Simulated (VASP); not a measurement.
The system is Ge.

```
CELL_PARAMETERS angstrom
2.99628 -1.98031 0.00000
2.99628 1.98031 0.00000
0.00000 0.00000 8.07819
ATOMIC_POSITIONS crystal
Ge 0.85000 0.15000 0.11700
Ge 0.65000 0.35000 0.61700
Ge 0.15000 0.85000 0.88300
Ge 0.35000 0.65000 0.38300
```

| Property | Result |
| --- | --- |
| Program | VASP 6.6.1 |
| Task | relaxation of cell and atoms |
| Functional | PBEsol |
| Potentials or basis | VASP PAW PBE potentials, release 64 (Ge_d) |
| Cutoff | 600 eV |
| k mesh | 6 × 6 × 2 |
| Occupations | gaussian, width 0.1 eV |
| Spin | no spin polarisation |

At the start: pressure -2.4 GPa; volume 23.97 Å³/atom.

Task: How do energy, volume and symmetry change on relaxing?

Result: Over 25 steps the energy falls by 538.8 meV/atom and the volume is 18.50 Å³/atom (-22.8 %); space group Fmmm (No. 69, to 0.05 Å).

Step by step:
| step | energy change (eV) | largest force (eV/Å) | pressure (GPa) | volume (Å³) |
| --- | --- | --- | --- | --- |
| 1 | 0.0000 | 3.1275 | -2.42 | 95.86 |
| 2 | -1.2648 | 0.5647 | -6.56 | 90.72 |
| 3 | -1.3880 | 0.2671 | -6.50 | 89.21 |
| 4 | -1.5311 | 0.3999 | -4.14 | 86.13 |
| 5 | -1.7211 | 0.6590 | 1.36 | 77.62 |
| 6 | -1.7213 | 0.6684 | 1.71 | 77.35 |
| 7 | -1.8286 | 0.4446 | 1.15 | 76.28 |
| 8 | -1.8574 | 0.3052 | 1.35 | 75.39 |
| 9 | -1.8586 | 0.3343 | 1.41 | 75.54 |
| 10 | -1.8997 | 0.2076 | -1.53 | 77.88 |
| 11 | -1.9002 | 0.1956 | -1.98 | 78.24 |
| 12 | -1.9472 | 0.2594 | -1.92 | 77.38 |
| 13 | -1.9727 | 0.4949 | 0.76 | 74.68 |
| 14 | -1.9995 | 0.3556 | -0.56 | 75.81 |
| 15 | -2.0326 | 0.3725 | 0.27 | 74.72 |
| 16 | -2.0542 | 0.3786 | 1.73 | 73.25 |
| 17 | -2.1046 | 0.2560 | 0.72 | 73.73 |
| 18 | -2.1183 | 0.1779 | 0.04 | 74.10 |
| 19 | -2.1185 | 0.1693 | -0.05 | 74.15 |
| 20 | -2.1294 | 0.1324 | -0.41 | 74.21 |
| 21 | -2.1408 | 0.0884 | -0.23 | 74.30 |
| 22 | -2.1501 | 0.0890 | -0.35 | 74.47 |
| 23 | -2.1536 | 0.0512 | 0.13 | 73.89 |
| 24 | -2.1536 | 0.0472 | 0.22 | 73.84 |
| 25 | -2.1551 | 0.0048 | -0.02 | 73.99 |

Final structure:
```yaml
crystal:
  lattice:
    - [2.39743, -2.01263, 0.00000]
    - [2.39743, 2.01263, 0.00000]
    - [0.00000, 0.00000, 7.66680]
  atoms:
    - { symbol: Ge, position: [0.74962, 0.25038, 0.12500] }
    - { symbol: Ge, position: [0.75038, 0.24962, 0.62500] }
    - { symbol: Ge, position: [0.25038, 0.74962, 0.87500] }
    - { symbol: Ge, position: [0.24962, 0.75038, 0.37500] }
```

Caveat: the k points lie up to 0.41 Å⁻¹ apart in the final cell; the volume moved by over 15 % at a fixed basis, so the end points are rough; the PAW data sets were made with another functional, which shifts forces and pressure a little.
